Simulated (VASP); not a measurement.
Wanted: the native input for a VASP 6.6.1 run.

| Quantity | Value |
| --- | --- |
| Task | single point |
| Functional | PBE |
| Potentials or basis | VASP PAW PBE potentials, release 64 (Fe_sv, O) |
| Cutoff | 700 eV |
| k mesh | 11 × 11 × 11 |
| Occupations | fermi-dirac, width 0.05 eV |
| Spin | collinear spin, ferromagnetic start |
| Starting moments | [3.0, 0.0] μB |
| Dipole correction | no |
| Further INCAR settings | ALGO = Normal; EDIFF = 1e-06; NBANDS = 22 |

The structure of FeO lies in POSCAR:

```
FeO
1.0
    0.0000000000      2.1262695598      2.1262695598
    2.1262695598      0.0000000000      2.1262695598
    2.1262695598      2.1262695598      0.0000000000
Fe O
1 1
Direct
    0.0000000000      0.0000000000      0.0000000000
    0.5000000000      0.5000000000      0.5000000000
```

These files were run (other wordings do the same):

INCAR

```
PREC = Accurate
ENCUT = 700
EDIFF = 1E-6
ISMEAR = -1
SIGMA = 0.05
LREAL = False
LASPH = True
NELM = 200
ALGO = Normal
ISIF = 2
LWAVE = False
LCHARG = False
ISPIN = 2
MAGMOM = 3 0
LORBIT = 11
LMAXMIX = 4
GGA = PE
NBANDS = 22
GGA_COMPAT = False
```

KPOINTS

```
Automatic mesh
0
Gamma
  11 11 11
```

Potentials or basis: VASP PAW PBE potentials, release 64 (Fe_sv, O).

The run is started by

```bash
$ cat potpaw_PBE.64/Fe_sv/POTCAR potpaw_PBE.64/O/POTCAR > POTCAR
$ mpirun -np 1 vasp_std > vasp.out
```

Results of the run:

```
Pressure                                              : 6.8 GPa
Band gap on the k mesh                                : zero (filled and empty bands overlap)
Net moment                                            : 4.00 μB per cell
Site moments                                          : Fe +3.48; O +0.30 μB
Valence electrons inside the program's atomic spheres : Fe 13.63; O 5.02
```

Caveat: the cell stands under pressure; a cell with one magnetic atom can't hold antiferromagnetic order, which such compounds often take; semilocal functionals often make such compounds metallic where correlation or magnetic order opens a gap, which also shifts bond lengths.

Run time: 68 s on 1 thread of AMD EPYC 7R13 Processor (Zen 3), with other jobs on the host, peak memory 0.18 GiB.
